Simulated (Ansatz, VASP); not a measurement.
## LiBeF3: VASP beside Ansatz

Contents of POSCAR:

```
LiBeF3
1.0
    2.7677551157      0.0000000000      0.0000000000
    0.0000000000      2.6143307252      4.0830622106
    0.0000000000     -2.6143307252      4.0830622106
Li Be F
1 1 3
Direct
    0.5000000000      0.6939076256      0.6939076256
    0.0000000000      0.0547527578      0.0547527578
    0.0000000000      0.9051718368      0.4009269241
    0.0000000000      0.4009269241      0.9051718368
    0.5000000000      0.9445678287      0.9445678287
```

INCAR.step1

```
PREC     = Accurate       # precision mode
ENCUT    = 520            # plane-wave cutoff, eV
ISMEAR   = 0              # smearing method
SIGMA    = 0.02           # smearing width, eV
LREAL    = False          # projectors in reciprocal space
LASPH    = True           # aspherical terms in the spheres
NELM     = 60             # most SCF steps
NBANDS   = 21             # bands
GGA      = PE             # functional
ALGO     = Normal         # electronic algorithm
EDIFF    = 1E-4           # SCF threshold, eV
LWAVE    = True           # write WAVECAR
LCHARG   = False          # write CHGCAR
```

The input INCAR.step2:

```
PREC     = Accurate       # precision mode
ENCUT    = 520            # plane-wave cutoff, eV
EDIFF    = 1E-6           # SCF threshold, eV
ISMEAR   = 0              # smearing method
SIGMA    = 0.02           # smearing width, eV
LREAL    = False          # projectors in reciprocal space
LASPH    = True           # aspherical terms in the spheres
NELM     = 60             # most SCF steps
ALGO     = Normal         # electronic algorithm
ISIF     = 2              # what is computed and relaxed
LWAVE    = False          # write WAVECAR
LCHARG   = False          # write CHGCAR
METAGGA  = R2SCAN         # meta-GGA
LMIXTAU  = True         
NBANDS   = 21             # bands
ISTART   = 1
```

File KPOINTS:

```
Automatic mesh
0
Gamma
  8 6 6
```

Input for Ansatz:

```yaml
crystal:
  lattice:
    - [2.7677551157, 0.0, 0.0]
    - [0.0, 2.6143307252, 4.0830622106]
    - [0.0, -2.6143307252, 4.0830622106]
  atoms:
    - { symbol: Li, position: [0.5, 0.6939076256, 0.6939076256] }
    - { symbol: Be, position: [0.0, 0.0547527578, 0.0547527578] }
    - { symbol: F, position: [0.0, 0.9051718368, 0.4009269241] }
    - { symbol: F, position: [0.0, 0.4009269241, 0.9051718368] }
    - { symbol: F, position: [0.5, 0.9445678287, 0.9445678287] }
basis:
  ecutwfc: 500
kpoints:
  mp_grid: { grid: [8, 6, 6] }
  band_path:
    path:
      - [[0.0, 0.0, 0.0], [0.0, 0.5, 0.5], [0.0, 0.64750821, 0.35249179]]
      - [[0.0, 0.35249179, -0.35249179], [0.0, 0.0, 0.0], [0.5, 0.0, 0.0], [0.5, 0.35249179, -0.35249179]]
      - [[0.5, 0.64750821, 0.35249179], [0.5, 0.5, 0.5], [0.0, 0.5, 0.5]]
      - [[0.0, 0.0, 0.0], [0.0, 0.5, 0.0], [0.5, 0.5, 0.0], [0.5, 0.0, 0.0], [0.5, 0.5, 0.5]]
    npoints: 14
hamiltonian:
  xc: r2scan
scf:
  occupations: { method: gaussian, width: 0.02 }
  n_extra_bands: 12
output:
  forces: true
  stress: true
  eigenvalues: true
  populations: true
  dos: { projected: true, de: 0.02, nscf_kmesh: { grid: [12, 9, 9] } }
  bader: true
  write_density: true
  write_potential: true
  elf: true
  volumetric_format: npy
```

Alike in both runs: task single point; functional r2SCAN; k mesh 8 × 6 × 6; occupations gaussian, width 0.02 eV; no spin polarisation.

|  | VASP | Ansatz |
| --- | --- | --- |
| version | VASP 6.6.1 | Ansatz 0.2.0 |
| potentials or method | VASP PAW PBE potentials, release 64 (Li_sv, Be, F), cutoff 520 eV | scalar-relativistic, plane waves, PAW |
| valence electrons in the cell | 26 | 26 |

```csv
,VASP,Ansatz,Ansatz less VASP
gap on the k mesh at the Fermi level (eV),8.29,8.28,-0.011
least direct gap on the mesh (eV),8.33,8.32,-0.015
rms of the force components (eV/Å),0.048,0.072,+0.0247
```

VASP's potentials were made for PBE, not for r2SCAN. Atom by atom the forces differ by 0.030 eV/Å (rms over components).

Noted on VASP's run: the cutoff is short for stress, so the pressure is rough.
